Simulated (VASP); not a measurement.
# AlN (P6_3mc) in VASP: notebook, part 2 of 2

VASP 6.6.1.

## (4) Single point, PBEsol (film at in-plane strain -0.005)

Input file INCAR:

```
SYSTEM = AlN
  PREC = Accurate
  ENCUT = 520
  EDIFF = 1E-7
  ISMEAR = 0
  SIGMA = 0.01
  LREAL = .False.
  LASPH = .True.
  NELM = 100
  ALGO = Normal
  ISIF = 2
  LWAVE = .False.
  LCHARG = .True.
  GGA = PS
  LELF = .True.
  LVHAR = .True.
  NBANDS = 16
```

Input file KPOINTS:

```
Automatic mesh
0
Gamma
  8 8 6
  0 0 0
```

Input file POSCAR:

```
AlN
1.0
    3.0982603799      0.0000000000      0.0000000000
   -1.5491301900      2.6831721966      0.0000000000
    0.0000000000      0.0000000000      4.9980740624
Al N
2 2
Direct
    0.3333333333      0.6666666667     -0.0002521142
    0.6666666667      0.3333333333      0.4997478858
    0.3333333333      0.6666666667      0.3802521142
    0.6666666667      0.3333333333      0.8802521142
```

Potentials or basis: VASP PAW PBE potentials, release 64 (Al, N).

Started as:

```bash
> cat potpaw_PBE.64/Al/POTCAR potpaw_PBE.64/N/POTCAR > POTCAR
> mpirun -np 1 vasp_std > vasp.out
```

OUTCAR:

```text
SYSTEM = AlN
   PREC = Accurate
   ENCUT = 520
   EDIFF = 1E-7
   ISMEAR = 0
   LREAL = .False.
   LASPH = .True.
   NELM = 100
   ISIF = 2
   GGA = PS

 ion  position               nearest neighbor table
   1  0.333  0.667  1.000-   4 1.89   4 1.89   4 1.89   3 1.90   2 3.07   2 3.07   2 3.07   2 3.07
                             2 3.07   2 3.07
   2  0.667  0.333  0.500-   3 1.89   3 1.89   3 1.89   4 1.90   1 3.07   1 3.07   1 3.07   1 3.07
                             1 3.07   1 3.07
   3  0.333  0.667  0.380-   2 1.89   2 1.89   2 1.89   1 1.90
   4  0.667  0.333  0.880-   1 1.89   1 1.89   1 1.89   2 1.90

  LATTYP: Found a hexagonal cell.
 ALAT       =     3.0982603799
 C/A-ratio  =     1.6131872243

  Lattice vectors:

 A1 = (   3.0982603799,   0.0000000000,   0.0000000000)
 A2 = (  -1.5491301900,   2.6831721966,   0.0000000000)
 A3 = (   0.0000000000,   0.0000000000,   4.9980740624)

Analysis of symmetry for initial positions (statically):
=====================================================================
 Subroutine PRICEL returns:
 Original cell was already a primitive cell.

 Routine SETGRP: Setting up the symmetry group for a
 hexagonal supercell.

 Subroutine GETGRP returns: Found 12 space group operations
 (whereof  6 operations were pure point group operations)
 out of a pool of 24 trial point group operations.

The static configuration has the point symmetry C_3v.
 The point group associated with its full space group is C_6v.

Analysis of symmetry for dynamics (positions and initial velocities):
=====================================================================
 Subroutine PRICEL returns:
 Original cell was already a primitive cell.

 Routine SETGRP: Setting up the symmetry group for a
 hexagonal supercell.

 Subroutine GETGRP returns: Found 12 space group operations
 (whereof  6 operations were pure point group operations)
 out of a pool of 24 trial point group operations.

The dynamic configuration has the point symmetry C_3v.
[... 127 lines left out ...]
  Thomas-Fermi vector in A             =   2.327108
   LORBIT       =      0    0 simple, 1 ext, 2 COOP (PROOUT), +10 PAW based schemes
   GGA     = PS    functional components
   LHFCALC =     F    Hartree Fock is set to
   AEXX    =    0.0000 exact exchange contribution
   IVDW    =     0    specifies the selected vdW correction
   LEPSILON=     F    determine dielectric tensor
   LRPA    =     F    only Hartree local field effects (RPA)
 non-spin polarized calculation
 Gauss-broadening in eV      SIGMA  =   0.01
  energy-cutoff  :      520.00
  volume of cell :       41.55
 maximum number of plane-waves:      1134
 NGX is ok and might be reduce to    24
   NGX = 11   NGY = 11   NGZ = 19

 number of electron      15.9999996 magnetization

 Free energy of the ion-electron system (eV)
  ---------------------------------------------------
  ext. energy  EPLUGINS =         0.00000000
  ---------------------------------------------------
  free energy    TOTEN  =       -31.30923673 eV

  energy without entropy =      -31.30923673  energy(sigma->0) =      -31.30923673

 E-fermi :   6.1170     XC(G=0): -11.1306

 val. band max:        6.0682551596   @ k =   0.0000   0.0000   0.0000
 cond. band min:      10.2827102068   @ k =   0.0000   0.0000   0.0000
 fundamental gap:      4.2144550472
 Fermi energy:         6.1170002262

 k-point     1 :       0.0000    0.0000    0.0000
  band No.  band energies     occupation
      1      -9.0850      2.00000
      2      -6.9165      2.00000
      3       0.0064      2.00000
      4       5.2790      2.00000
      5       5.2790      2.00000
      6       5.9126      2.00000
[... 433 lines left out ...]
      3       0.7748      2.00000
      4       1.4171      2.00000
      5       3.6240      2.00000
      6       4.4604      2.00000
[... 8 lines left out ...]
     15      18.2837      0.00000
     16      20.2201      0.00000

 [... further k-points ...]

------------------------ aborting loop because EDIFF is reached ----------------------------------------

  FORCE on cell =-STRESS in cart. coord.  units (eV):
  Direction    XX          YY          ZZ          XY          YZ          ZX
  --------------------------------------------------------------------------------------
  -------------------------------------------------------------------------------------
  Total        0.5943437      0.5943437      0.0027766     -0.0000000      0.0000000      0.0000000
  in kB       22.9181243     22.9181243      0.1070659     -0.0000000      0.0000000      0.0000000
  external PRESSURE =      15.3144381 kB  Pullay stress =       0.0000000 kB

 VOLUME and BASIS-vectors are now :
 -----------------------------------------------------------------------------
  energy-cutoff  :      520.00
  volume of cell :       41.55
      direct lattice vectors                 reciprocal lattice vectors
     3.098260380  0.000000000  0.000000000     0.322761769  0.186346594  0.000000000
    -1.549130190  2.683172197  0.000000000     0.000000000  0.372693188  0.000000000
     0.000000000  0.000000000  4.998074062     0.000000000  0.000000000  0.200077067

 POSITION                                       TOTAL-FORCE (eV/Angst)
 -----------------------------------------------------------------------------------
     -0.00000      1.78878      4.99681         0.000000      0.000000     -0.001287
      1.54913      0.89439      2.49778         0.000000      0.000000     -0.001287
     -0.00000      1.78878      1.90053        -0.000000     -0.000000      0.001287
      1.54913      0.89439      4.39957         0.000000      0.000000      0.001287
 -----------------------------------------------------------------------------------
    total drift:                               -0.000000     -0.000000     -0.000781

  FREE ENERGIE OF THE ION-ELECTRON SYSTEM (eV)
  ---------------------------------------------------
  free  energy   TOTEN  =       -31.3092367267 eV

  energy  without entropy=      -31.3092367267  energy(sigma->0) =      -31.30923673
```

OSZICAR:

```text
N       E                     dE             d eps       ncg     rms          rms(c)
DAV:   1     0.394612570950E+02    0.39461E+02   -0.72566E+03  1280   0.892E+02
DAV:   2    -0.324718789513E+02   -0.71933E+02   -0.66579E+02  1880   0.187E+02
DAV:   3    -0.357653783082E+02   -0.32935E+01   -0.32840E+01  1560   0.413E+01
DAV:   4    -0.357850577033E+02   -0.19679E-01   -0.19678E-01  1640   0.363E+00
DAV:   5    -0.357853112143E+02   -0.25351E-03   -0.25351E-03  1584   0.410E-01    0.118E+01
DAV:   6    -0.313625956843E+02    0.44227E+01   -0.95928E+00  1504   0.224E+01    0.420E+00
DAV:   7    -0.313466206302E+02    0.15975E-01   -0.61774E-01  1384   0.547E+00    0.290E+00
DAV:   8    -0.313136308009E+02    0.32990E-01   -0.70700E-02  1384   0.225E+00    0.581E-01
DAV:   9    -0.313089595466E+02    0.46713E-02   -0.12118E-02  1696   0.818E-01    0.248E-01
DAV:  10    -0.313093096865E+02   -0.35014E-03   -0.13431E-03  1368   0.239E-01    0.153E-01
DAV:  11    -0.313092381337E+02    0.71553E-04   -0.11473E-04  1568   0.784E-02    0.326E-02
DAV:  12    -0.313092371772E+02    0.95653E-06   -0.51171E-06  1496   0.194E-02    0.495E-03
DAV:  13    -0.313092367147E+02    0.46247E-06   -0.20753E-06  1648   0.107E-02    0.431E-03
DAV:  14    -0.313092367267E+02   -0.11992E-07   -0.15384E-07   864   0.343E-03
   1 F= -.31309237E+02 E0= -.31309237E+02  d E =-.704536E-15
```

stdout:

```text
POSCAR found type information on POSCAR AlN
 POSCAR found :  2 types and       4 ions
 scaLAPACK will be used
 -----------------------------------------------------------------------------
|                                                                             |
|                                                                             |
|     You enforced a specific xc type in the INCAR file but a different       |
|     I HOPE YOU KNOW WHAT YOU ARE DOING!                                     |
|                                                                             |
 -----------------------------------------------------------------------------

 LDA part: xc-table for (Slater+PW92), standard interpolation
 POSCAR, INCAR and KPOINTS ok, starting setup
 FFT: planning ... GRIDC
 FFT: planning ... GRID_SOFT
 FFT: planning ... GRID
 WAVECAR not read
 entering main loop
```

It took 15 s on 1 thread of Intel Xeon 6975P-C, shared host; peak memory 0.16 GiB.

Results:

| Quantity | Value |
| --- | --- |
| Free energy | -31.3092 eV |
| Pressure | 1.5 GPa |
| Band gap on the k mesh | 4.21 eV, direct |

Stress tensor (GPa, compression positive):
```
2.29 0.00 0.00
0.00 2.29 0.00
0.00 0.00 0.01
```

Caveat: the cell differs from its parent crystal (film at in-plane strain -0.005); the PAW data sets were made with another functional, which shifts forces and pressure a little.
